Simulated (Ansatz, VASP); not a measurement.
**One calculation of Ca, two programs**

INCAR

```
SYSTEM = Ca
PREC = Accurate
ENCUT = 520
EDIFF = 1E-6
ISMEAR = -1
SIGMA = 0.05
LREAL = .FALSE.
LASPH = .TRUE.
NELM = 80
ALGO = Normal
ISIF = 2
LWAVE = .FALSE.
LCHARG = .TRUE.
GGA = PS
LELF = .TRUE.
LVHAR = .TRUE.
NBANDS = 11
```

KPOINTS

```
Automatic mesh
0
G
  11 11 11
  0 0 0
```

The input POSCAR:

```
Ca
1.0
   -0.0279420000      2.7802290000      2.7802290000
    2.7802290000     -0.0279420000      2.7802290000
    2.7802290000      2.7802290000     -0.0279420000
Ca
1
Direct
    0.0000000000      0.0000000000      0.0000000000
```

Input for Ansatz:

```yaml
crystal:
  lattice:
    - [-0.027942, 2.780229, 2.780229]
    - [2.780229, -0.027942, 2.780229]
    - [2.780229, 2.780229, -0.027942]
  atoms:
    - { symbol: Ca, position: [0.0, 0.0, 0.0] }
kpoints:
  mp_grid: { grid: [11, 11, 11] }
  band_path:
    path:
      - [0.0, 0.0, 0.0]
      - [0.5, 0.5, 0.5]
      - [0.2525443832, 0.5, 0.7474556168]
      - [-0.2525443832, 0.2525443832, 0.5]
      - [0.0, 0.0, 0.5]
      - [0.0, 0.0, 0.0]
      - [-0.3762721916, 0.0, 0.3762721916]
      - [0.0, 0.3762721916, 0.6237278084]
      - [0.0, 0.5, 0.5]
    npoints: 5
scf:
  occupations: { method: fermi_dirac, width: 0.05 }
hamiltonian:
  xc: pbesol
  pseudopotentials: { kind: all_electron, lapw: { basis_error: 0.001 } }
output:
  forces: true
  stress: true
  eigenvalues: true
```

Change from the starting cell: equal xy, yz and zx shear strains of -1 %.

Alike in both runs: task single point; functional PBEsol; k mesh 11 × 11 × 11; occupations fermi-dirac, width 0.05 eV; no spin polarisation.

```csv
,VASP,Ansatz
version,VASP 6.6.1,Ansatz 0.2.0
potentials or method,"VASP PAW PBE potentials, release 64 (Ca_sv), cutoff 520 eV","all-electron LAPW, scalar-relativistic"
```

```tsv
	VASP	Ansatz	Ansatz less VASP
pressure (GPa)	-1.2	-1.2	+0.01
traceless stress, the component that is largest in VASP (GPa)	0.14	0.14	0.000
```

VASP's potentials were made for PBE, not for PBEsol. Ansatz ran all-electron here, and VASP with PAW potentials.
